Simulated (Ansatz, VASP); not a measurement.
**Two plane-wave programs on Sb**

```xyz
3
Lattice="5.5516 0.0000 0.0000 -2.7758 4.8078 0.0000 0.0000 0.0000 3.3135" Properties=species:S:1:pos:R:3 pbc="T T T"
Sb    5.5516    0.0000    0.0000
Sb    0.0000    3.2052    1.6567
Sb    2.7758    1.6026    1.6567
```

Alike in both runs: task single point; functional PBEsol; k mesh 8 × 8 × 11; occupations fermi-dirac, width 0.1 eV; no spin polarisation.

```csv
,VASP,Ansatz
version,VASP 6.6.1,Ansatz 0.2.0
potentials or method,"VASP PAW PBE potentials, release 64 (Sb), cutoff 520 eV","plane waves (420 eV) with PAW, scalar-relativistic"
valence electrons in the cell,15,45
```

```csv
,VASP,Ansatz,Ansatz less VASP
pressure (GPa),-6.1,-6.0,+0.03
"traceless stress, the component that is largest in VASP (GPa)",-0.88,-0.87,+0.006
```

VASP's potentials were made for PBE, not for PBEsol, and Ansatz warns of the same on its side. VASP's potentials hold 15 valence electrons a cell and Ansatz's 45, so a difference there can come from the potentials and not from the codes.

Spin-orbit coupling is off throughout.
